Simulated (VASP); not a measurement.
Write the native input for VASP 6.6.1 that does the following.

* Task: single point
* Functional: PBE
* Dispersion: D3(BJ)
* Potentials or basis: VASP PAW PBE potentials, release 64 (C, Si)
* Cutoff: 520 eV
* k mesh: 6 × 6 × 1
* Occupations: gaussian, width 0.1 eV
* Spin: collinear spin
* Starting moments: [0.0, 0.0, 0.0, 0.0, 0.0, 0.0, 0.0, 0.0, 2.0] μB
* Dipole correction: yes
* Further INCAR settings: ALGO = Normal; EDIFF = 1e-06; NBANDS = 32

The structure of SiC8 lies in POSCAR:

```
SiC8
1.0
    4.9313048819      0.0000000000      0.0000000000
   -2.4656524409      4.2706353015      0.0000000000
    0.0000000000      0.0000000000     17.4000331942
C Si
8 1
Direct
    0.3333333333      0.1666666667      0.2298865266
    0.3333333333      0.6666666667      0.2298865266
    0.8333333333      0.1666666667      0.2298865266
    0.8333333333      0.6666666667      0.2298865266
    0.1666666667      0.3333333333      0.2298846189
    0.1666666667      0.8333333333      0.2298846189
    0.6666666667      0.3333333333      0.2298846189
    0.6666666667      0.8333333333      0.2298846189
    0.5000000000      0.2500000000      0.4252884527
```

These files were run (other wordings do the same):

INCAR

```
SYSTEM = SiC8
PREC = Accurate
ENCUT = 520
EDIFF = 1E-6
ISMEAR = 0
SIGMA = 0.1
LREAL = .False.
LASPH = .True.
NELM = 150
ALGO = Normal
ISIF = 2
LWAVE = .False.
LCHARG = .False.
ISPIN = 2
MAGMOM = 0 0 0 0 0 0 0 0 2
LORBIT = 11
LDIPOL = .True.
IDIPOL = 3
DIPOL = 0.5 0.5 0.252
GGA = PE
IVDW = 12
NBANDS = 32
```

KPOINTS

```
regular mesh
0
Gamma
  6 6 1
  0 0 0
```

Potentials or basis: VASP PAW PBE potentials, release 64 (C, Si).

Command:

```console
$ cat potpaw_PBE.64/C/POTCAR potpaw_PBE.64/Si/POTCAR > POTCAR
$ mpirun -np 1 vasp_std > vasp.out
```

It gave:

```yaml
Largest_force: 0.061 eV/Å
Band_gap_on_the_k_mesh: zero (filled and empty bands overlap)
Net_moment: 1.97 μB per cell
Site_moments: C -0.00, +0.00 (each value once); Si +0.55 μB
Valence_electrons_inside_the_program's_atomic_spheres: C 2.65; Si 1.50
Dispersion_energy_per_atom: -0.107 eV
```

Caveat: a moment this small can come from the mesh or the smearing.

It took 10 min on 1 thread of Intel(R) Xeon(R) Platinum 8259CL CPU @ 2.50GHz (Skylake/Cascade Lake), on a shared host, peak memory 0.78 GiB.
